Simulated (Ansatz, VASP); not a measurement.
## TiSi2: VASP beside Ansatz

```
Ti Si
1.0
     0.00000    4.11752    4.30553
     2.38951    0.00000    4.30553
     2.38951    4.11752    0.00000
Ti Si
2 4
Direct
  0.75000 0.75000 0.75000
  0.50000 0.50000 0.50000
  0.41257 0.08743 0.41257
  0.08743 0.41257 0.08743
  0.16257 0.83743 0.16257
  0.83743 0.16257 0.83743
```

Alike in both runs: functional PBEsol; k mesh 6 × 6 × 6; occupations fermi-dirac, width 0.05 eV; no spin polarisation.

```csv
,VASP,Ansatz
version,VASP 6.6.1,Ansatz 0.2.0
potentials or method,"VASP PAW PBE potentials, release 64 (Ti_sv, Si)",Ansatz PAW
plane-wave cutoff (eV),520,420
valence electrons in the cell,40,40
task,single point,band structure
```

Ansatz gave:

| Property | Result |
| --- | --- |
| gap on the k mesh at the Fermi level (eV) | none |
| pressure (GPa) | -3.6 |
| traceless stress, the component that is largest in VASP (GPa) | -3.00 |
| rms of the force components (eV/Å) | 0.037 |

Question: Which values does VASP return?

Answer: gap on the k mesh at the Fermi level (eV): none; pressure (GPa): -3.4; traceless stress, the component that is largest in VASP (GPa): -2.96; rms of the force components (eV/Å): 0.038.

VASP's potentials were made for PBE, not for PBEsol. Atom by atom the forces differ by 0.000 eV/Å (rms over components). A gap of «none» marks a metal or a gap that the smearing closes.
